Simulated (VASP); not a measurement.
A run of VASP 6.6.1:

Contents of INCAR:

```
SYSTEM = MgO
PREC = Accurate
ENCUT = 520
EDIFF = 1E-7
ISMEAR = 0
SIGMA = 0.01
LREAL = .FALSE.
LASPH = .TRUE.
NELM = 100
ALGO = Normal
ISIF = 2
LWAVE = .FALSE.
LCHARG = .FALSE.
GGA = PE
NBANDS = 11
```

KPOINTS

```
regular mesh
0
G
  6 6 6
  0 0 0
```

POSCAR

```
MgO
1.0
    0.0000000000      2.1021674158      2.1021674158
    2.1021674158      0.0000000000      2.1021674158
    2.1021674158      2.1021674158      0.0000000000
Mg O
1 1
Direct
    0.0000000000      0.0000000000      0.0000000000
    0.5000000000      0.5000000000      0.5000000000
```

Potentials or basis: VASP PAW PBE potentials, release 64 (Mg, O).

Launch:

```sh
$ cat potpaw_PBE.64/Mg/POTCAR potpaw_PBE.64/O/POTCAR > POTCAR
$ mpirun -np 1 vasp_std > vasp.out
```

Hardware: 1 thread of Intel(R) Xeon(R) 6975P-C (Granite Rapids) (shared host).

How long does it take, and how much memory?

Wall time 3 s on 1 thread of Intel(R) Xeon(R) 6975P-C (Granite Rapids) (shared host), peak memory 0.13 GiB. Counts: scf iterations 13, k points 16.
